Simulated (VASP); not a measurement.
# NaF in VASP: further runs

The runs below take NaF through single point, with HSE06, r2SCAN, PBE.

Everything below comes from runs of VASP 6.6.1. Logs are shortened: lines on timing, memory, paths and dates and some standing lists are left out, and cuts for length are marked.

### 1 The cell of the first run

The structure is orthorhombic, space group Cmmm (No. 65). Conventional cell: a = 3.877 Å, b = 4.024 Å, c = 2.793 Å, α = 90.00°, β = 90.00°, γ = 90.00°. Within 3.2 Å of Na (site symmetry mmm) lie 8 F at 2.39 to 2.45 Å and 6 Na at 2.79 Å. F (site symmetry mmm) has 8 Na at 2.39 to 2.45 Å and 6 F at 2.79 Å within 3.2 Å.

### 2 Single point, HSE06 (shear xy strain -3.7%)

Input file POSCAR:

```
NaF
1.0
    2.7934852186     -0.0518191508      0.0000000000
   -0.0518191508      2.7934852186      0.0000000000
    0.0000000000      0.0000000000      2.7934852186
Na F
1 1
Direct
    0.0000000000      0.0000000000      0.0000000000
    0.5000000000      0.5000000000      0.5000000000
```

Input file INCAR.step1:

```
SYSTEM = NaF
PREC = Accurate
ENCUT = 520
EDIFF = 1E-5
ISMEAR = 0
SIGMA = 0.01
LREAL = .False.
LASPH = .True.
NELM = 100
ALGO = Normal
ISIF = 2
LWAVE = .True.
LCHARG = .False.
NBANDS = 14
GGA = PE
```

Input file INCAR.step2:

```
SYSTEM = NaF
PREC = Accurate
ENCUT = 520
EDIFF = 1E-7
ISMEAR = 0
SIGMA = 0.01
LREAL = .False.
LASPH = .True.
NELM = 100
ALGO = Normal
ISIF = 2
LWAVE = .False.
LCHARG = .False.
GGA = PE
LHFCALC = .True.
HFSCREEN = 0.2079
PRECFOCK = Normal
NBANDS = 14
ISTART = 1
```

Input file KPOINTS:

```
Automatic mesh
0
Gamma
  6 6 6
  0 0 0
```

Potentials or basis: VASP PAW PBE potentials, release 64 (Na_pv, F).

The run is started by

```bash
> cat potpaw_PBE.64/Na_pv/POTCAR potpaw_PBE.64/F/POTCAR > POTCAR
> cp INCAR.step1 INCAR
> mpirun -np 1 vasp_std > vasp.out
> cp INCAR.step2 INCAR
> mpirun -np 1 vasp_std > vasp.out
```

OUTCAR:

```text
SYSTEM = NaF
   PREC = Accurate
   ENCUT = 520
   EDIFF = 1E-7
   ISMEAR = 0
   LREAL = .False.
   LASPH = .True.
   NELM = 100
   ISIF = 2
   GGA = PE
   LHFCALC = .True.
   HFSCREEN = 0.2079
   PRECFOCK = Normal
   ISTART = 1

 ion  position               nearest neighbor table
   1  0.000  0.000  0.000-
   2  0.500  0.500  0.500-

  LATTYP: Found a base centered orthorhombic cell.
 ALAT       =     3.8773013366
 B/A-ratio  =     1.0378012125
 C/A-ratio  =     0.7204715280

  Lattice vectors:

 A1 = (   2.7934852186,  -0.0518191508,   0.0000000000)
 A2 = (  -0.0518191508,   2.7934852186,   0.0000000000)
 A3 = (   0.0000000000,   0.0000000000,   2.7934852186)

Analysis of symmetry for initial positions (statically):
=====================================================================
 Subroutine PRICEL returns:
 Original cell was already a primitive cell.

 Routine SETGRP: Setting up the symmetry group for a
 base centered orthorhombic supercell.

 Subroutine GETGRP returns: Found  8 space group operations
 (whereof  8 operations were pure point group operations)
 out of a pool of  8 trial point group operations.

The static configuration has the point symmetry D_2h.

Analysis of symmetry for dynamics (positions and initial velocities):
=====================================================================
 Subroutine PRICEL returns:
 Original cell was already a primitive cell.

 Routine SETGRP: Setting up the symmetry group for a
 base centered orthorhombic supercell.

 Subroutine GETGRP returns: Found  8 space group operations
 (whereof  8 operations were pure point group operations)
 out of a pool of  8 trial point group operations.

The dynamic configuration has the point symmetry D_2h.

 Subroutine INISYM returns: Found  8 space group operations
 (whereof  8 operations are pure point group operations),
 and found     1 'primitive' translations

----------------------------------------------------------------------------------------

                                     Primitive cell

  volume of cell :      21.7916

  direct lattice vectors                    reciprocal lattice vectors
     2.793485219 -0.051819151  0.000000000     0.358098985  0.006642736  0.000000000
    -0.051819151  2.793485219  0.000000000     0.006642736  0.358098985  0.000000000
     0.000000000  0.000000000  2.793485219     0.000000000  0.000000000  0.357975762

  length of vectors
     2.793965800  2.793965800  2.793485219     0.358160591  0.358160591  0.357975762

  position of ions in fractional coordinates (direct lattice)
     0.000000000  0.000000000  0.000000000
     0.500000000  0.500000000  0.500000000

  ion indices of the primitive-cell ions
   primitive index   ion index
                 1           1
                 2           2

----------------------------------------------------------------------------------------

 KPOINTS: Automatic mesh

Automatic generation of k-mesh.
 Grid dimensions read from file:
 generate k-points for:    6    6    6

 Generating k-lattice:

  Cartesian coordinates                     Fractional coordinates (reciprocal lattice)
     0.059683164  0.001107123  0.000000000     0.166666667  0.000000000  0.000000000
     0.001107123  0.059683164  0.000000000     0.000000000  0.166666667  0.000000000
     0.000000000  0.000000000  0.059662627     0.000000000  0.000000000  0.166666667

  Length of vectors
     0.059693432  0.059693432  0.059662627

  Shift w.r.t. Gamma in fractional coordinates (k-lattice)
     0.000000000  0.000000000  0.000000000

 Subroutine IBZKPT returns following result:
 ===========================================

 Found     52 irreducible k-points:

 Following reciprocal coordinates:
            Coordinates               Weight
  0.000000  0.000000  0.000000      1.000000
  0.166667  0.000000  0.000000      4.000000
  0.333333  0.000000  0.000000      4.000000
  0.500000  0.000000  0.000000      2.000000
  0.166667  0.166667  0.000000      2.000000
  0.333333  0.166667  0.000000      4.000000
[... 16 lines left out ...]
  0.333333  0.333333  0.166667      4.000000
  0.500000  0.333333  0.166667      8.000000
 [... further k-points ...]
   k-points           NKPTS =     52   k-points in BZ     NKDIM =    216   number of bands    NBANDS=     14
   number of dos      NEDOS =    301   number of ions     NIONS =      2
   total plane-waves  NPLWV =  13824
   dimension x,y,z NGX =    24 NGY =   24 NGZ =   24
   dimension x,y,z NGXF=    48 NGYF=   48 NGZF=   48
   ions per type =               1   1
   NGX,Y,Z   is equivalent  to a cutoff of  14.28, 14.28, 14.28 a.u.
   NGXF,Y,Z  is equivalent  to a cutoff of  28.56, 28.56, 28.57 a.u.
 SYSTEM =  NaF
   PREC   = accura    normal or accurate (medium, high low for compatibility)
   ISTART =      1    job   : 0-new  1-cont  2-samecut
   ICHARG =      0    charge: 1-file 2-atom 10-const
   ISPIN  =      1    spin polarized calculation?
   LNONCOLLINEAR =      F non collinear calculations
   LSORBIT =      F    spin-orbit coupling
   LASPH  =      T    aspherical Exc in radial PAW
   ENCUT  =  520.0 eV  38.22 Ry    6.18 a.u.   5.19  5.19  5.19*2*pi/ulx,y,z
   NELM   =    100;   NELMIN=  2; NELMDL=  0     # of ELM steps
   EDIFF  = 0.1E-06   stopping-criterion for ELM
   LREAL  =      F    real-space projection
   EDIFFG = 0.1E-05   stopping-criterion for IOM
   NSW    =      0    number of steps for IOM
   IBRION =     -1    ionic relax: 0-MD 1-quasi-New 2-CG
   NFREE  =      0    steps in history (QN), initial steepest desc. (CG)
   ISIF   =      2    stress and relaxation
   ISYM   =      3    0-nonsym 1-usesym 2-fastsym
   POTIM  = 0.5000    time-step for ionic-motion
   TEBEG  =    0.0;   TEEND  =   0.0 temperature during run
   PSTRESS=    0.0 pullay stress
   NELECT =      14.0000    total number of electrons
   NUPDOWN=      -1.0000    fix difference up-down
   EMIN   =  10.00;   EMAX   =-10.00  energy-range for DOS
   EFERMI =   0.00;   METHOD = LEGACY
   ISMEAR =     0;   SIGMA  =   0.01  broadening in eV -4-tet -1-fermi 0-gaus
   EFERMI_NEDOS =   21; number of points for ismear=-14 and -15
   IALGO  =     38    algorithm
   IMIX   =      1    mixing-type and parameters
     AMIX     =   0.40;   BMIX     =  1.00
     AMIX_MAG =   1.60;   BMIX_MAG =  1.00
  volume/ion in A,a.u.               =      10.90        73.53
  Fermi-wavevector in a.u.,A,eV,Ry     =   1.412606  2.669438 27.149812  1.995455
  Thomas-Fermi vector in A             =   2.534337
   LORBIT       =      0    0 simple, 1 ext, 2 COOP (PROOUT), +10 PAW based schemes
   GGA     = PE    functional components
   LHFCALC =     T    Hartree Fock is set to
   PRECFOCK=normal    Normal, Fast or Accurate (Low or Medium for compatibility)
   ENCUT4O =  -1.0   cutoff for four orbital integrals eV
   NKREDX  =     1    reduce k-point grid by
   NKREDY  =     1    reduce k-point grid by
   NKREDZ  =     1    reduce k-point grid by
   AEXX    =    0.2500 exact exchange contribution
   HFSCREEN=    0.2079 screening length (either q_TF or 0.3 A-1)
   HFSCREENC=   0.2079 screening length for correlation (either q_TF or 0.3 A-1)
   ENCUTFOCK=  -1.0 apply spherical cutoff to Coloumb kernel
   IVDW    =     0    specifies the selected vdW correction
   LEPSILON=     F    determine dielectric tensor
   LRPA    =     F    only Hartree local field effects (RPA)
 non-spin polarized calculation
 Gauss-broadening in eV      SIGMA  =   0.01
  energy-cutoff  :      520.00
  volume of cell :       21.79
 maximum number of plane-waves:       604
 NGX is ok and might be reduce to    24
  NGX = 16; NGY = 16; NGZ = 16

 number of electron      14.0000005 magnetization

 Free energy of the ion-electron system (eV)
  ---------------------------------------------------
  ext. energy  EPLUGINS =         0.00000000
  ---------------------------------------------------
  free energy    TOTEN  =        -9.98819252 eV

  energy without entropy =       -9.98819252  energy(sigma->0) =       -9.98819252

 E-fermi :  -2.2025     XC(G=0):  -8.1141

 val. band max:       -2.2743206103   @ k =   0.5000   0.5000   0.0000
 cond. band min:       6.0262893592   @ k =   0.0000   0.0000   0.0000
 fundamental gap:      8.3006099694
 Fermi energy:        -2.2024508781

 k-point     1 :       0.0000    0.0000    0.0000
  band No.  band energies     occupation
      1     -23.7808      2.00000
      2     -23.7789      2.00000
      3     -23.7781      2.00000
      4     -23.7627      2.00000
      5      -2.6626      2.00000
      6      -2.6267      2.00000
      7      -2.5877      2.00000
      8       6.0263      0.00000
      9      15.8255      0.00000
     10      15.8426      0.00000
     11      24.2134      0.00000
     12      24.4980      0.00000
     13      24.8174      0.00000
     14      31.5077      0.00000

 k-point     2 :       0.1667    0.0000    0.0000
  band No.  band energies     occupation
      1     -24.1811      2.00000
      2     -23.7728      2.00000
      3     -23.7714      2.00000
      4     -23.3355      2.00000
      5      -3.3281      2.00000
      6      -2.5942      2.00000
      7      -2.5917      2.00000
      8       6.9263      0.00000
      9      15.4413      0.00000
     10      16.3680      0.00000
     11      24.3466      0.00000
     12      24.3715      0.00000
     13      25.3305      0.00000
     14      28.8101      0.00000

 k-point     3 :       0.3333    0.0000    0.0000
  band No.  band energies     occupation
      1     -24.4840      2.00000
      2     -23.7589      2.00000
      3     -23.7563      2.00000
      4     -22.9759      2.00000
      5      -4.5040      2.00000
      6      -2.5285      2.00000
      7      -2.5281      2.00000
      8       8.9479      0.00000
      9      13.9034      0.00000
     10      17.9674      0.00000
     11      23.9444      0.00000
     12      24.0677      0.00000
     13      24.6676      0.00000
     14      27.4331      0.00000
[... 324 lines left out ...]
 k-point    23 :       0.3333    0.3333    0.1667
  band No.  band energies     occupation
      1     -24.1873      2.00000
      2     -23.9530      2.00000
      3     -23.8011      2.00000
      4     -23.0002      2.00000
      5      -4.0459      2.00000
      6      -3.8686      2.00000
      7      -2.8713      2.00000
      8      11.4982      0.00000
      9      15.2025      0.00000
     10      15.2067      0.00000
     11      19.9862      0.00000
     12      21.5518      0.00000
     13      22.6192      0.00000
     14      30.1376      0.00000

 k-point    24 :       0.5000    0.3333    0.1667
  band No.  band energies     occupation
      1     -24.1461      2.00000
      2     -23.9386      2.00000
      3     -23.7936      2.00000
      4     -23.0545      2.00000
      5      -4.3696      2.00000
      6      -3.8015      2.00000
      7      -2.8108      2.00000
      8      12.4659      0.00000
      9      13.8807      0.00000
     10      15.9341      0.00000
     11      18.6445      0.00000
     12      21.8520      0.00000
     13      22.4102      0.00000
     14      29.4006      0.00000

 [... further k-points ...]
[... 5 lines left out ...]
  --------------------------------------------------------------------------------------
  -------------------------------------------------------------------------------------
  Total        0.2707763      0.2707763      0.2703317      0.0273491      0.0000000      0.0000000
  in kB       19.9081837     19.9081837     19.8754907      2.0107761      0.0000000      0.0000000
  external PRESSURE =      19.8972860 kB  Pullay stress =       0.0000000 kB

 VOLUME and BASIS-vectors are now :
 -----------------------------------------------------------------------------
  energy-cutoff  :      520.00
  volume of cell :       21.79
      direct lattice vectors                 reciprocal lattice vectors
     2.793485219 -0.051819151  0.000000000     0.358098985  0.006642736  0.000000000
    -0.051819151  2.793485219  0.000000000     0.006642736  0.358098985  0.000000000
     0.000000000  0.000000000  2.793485219     0.000000000  0.000000000  0.357975762

 POSITION                                       TOTAL-FORCE (eV/Angst)
 -----------------------------------------------------------------------------------
      0.00000      0.00000      0.00000        -0.000000      0.000000      0.000000
      1.37083      1.37083      1.39674         0.000000      0.000000      0.000000
 -----------------------------------------------------------------------------------
    total drift:                                0.000000     -0.000000      0.000000

  FREE ENERGIE OF THE ION-ELECTRON SYSTEM (eV)
  ---------------------------------------------------
  free  energy   TOTEN  =        -9.9881925215 eV

  energy  without entropy=       -9.9881925215  energy(sigma->0) =       -9.98819252
```

Run time: 19 min. Hardware: 1 thread of Intel Xeon Platinum 8259CL at 2.50GHz (Skylake/Cascade Lake), shared host; peak memory 0.25 GiB.

What came out:

| Quantity | Value |
| --- | --- |
| Free energy | -9.9882 eV |
| Pressure | 2.0 GPa |
| Band gap on the k mesh | 8.30 eV, indirect (least direct gap 8.61 eV) |

Stress tensor (GPa, compression positive):
```
1.99 0.20 0.00
0.20 1.99 0.00
0.00 0.00 1.99
```

Levels at points of the mesh, in eV from the valence-band top:
```csv
k point,band 5,band 6,band 7,band 8,band 9,band 10
"(0.00, 0.00, 0.00)",-0.39,-0.35,-0.31,8.30,18.10,18.12
"(0.50, 0.00, 0.00)",-2.75,-0.22,-0.22,13.18,14.31,22.40
"(0.50, 0.50, 0.00)",-2.04,-1.93,0.00,14.27,17.47,18.10
"(0.00, 0.00, 0.50)",-2.75,-0.27,-0.16,13.19,14.30,22.42
"(0.50, 0.00, 0.50)",-1.99,-1.99,0.00,14.26,17.82,17.84
"(0.50, 0.50, 0.50)",-1.78,-1.75,-1.72,16.39,16.76,17.13
```

Caveat: the cell differs from its parent crystal (shear xy strain -3.7%); the PAW data sets were made with another functional, which shifts forces and pressure a little.

(Part 1 of 2 ends here.)
